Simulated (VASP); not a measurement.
A run of VASP 6.6.1:

The input POSCAR:

```
Ge
1.0
    0.0000000000      2.8289100000      2.8289100000
    2.8289100000      0.0000000000      2.8289100000
    2.8289100000      2.8289100000      0.0000000000
Ge
2
Direct
    0.7500000000      0.7500000000      0.7500000000
    0.5000000000      0.5000000000      0.5000000000
```

Contents of INCAR.step1:

```
PREC = Accurate
ENCUT = 520
EDIFF = 1E-5
ISMEAR = -1
SIGMA = 0.05
LREAL = F
LASPH = T
NELM = 100
ALGO = Normal
ISIF = 2
LWAVE = T
LCHARG = F
GGA = PE
NBANDS = 21
```

Contents of INCAR.step2:

```
PREC = Accurate
ENCUT = 520
EDIFF = 1E-6
ISMEAR = -1
SIGMA = 0.05
LREAL = F
LASPH = T
NELM = 100
ALGO = Normal
ISIF = 2
LWAVE = F
LCHARG = F
GGA = PS
LHFCALC = T
AEXX = 0.25
HFSCREEN = 0.207
PRECFOCK = Normal
ISTART = 1
NBANDS = 21
```

File KPOINTS:

```
regular mesh
0
Gamma
  4 4 4
```

Potentials or basis: VASP PAW PBE potentials, release 64 (Ge_d).

Run with:

```console
$ cat potpaw_PBE.64/Ge_d/POTCAR > POTCAR
$ cp INCAR.step1 INCAR
$ mpirun -np 1 vasp_std > vasp.out
$ cp INCAR.step2 INCAR
$ mpirun -np 1 vasp_std > vasp.out
```

Hardware: 1 thread of AMD EPYC 7R43 64-Core Processor (Zen 3), with other jobs on the host.

Problem. How long does it take, and how much memory?

Solution. It took 22 min on 1 thread of AMD EPYC 7R43 64-Core Processor (Zen 3), with other jobs on the host, peak memory 0.23 GiB. Counts: k points 8.
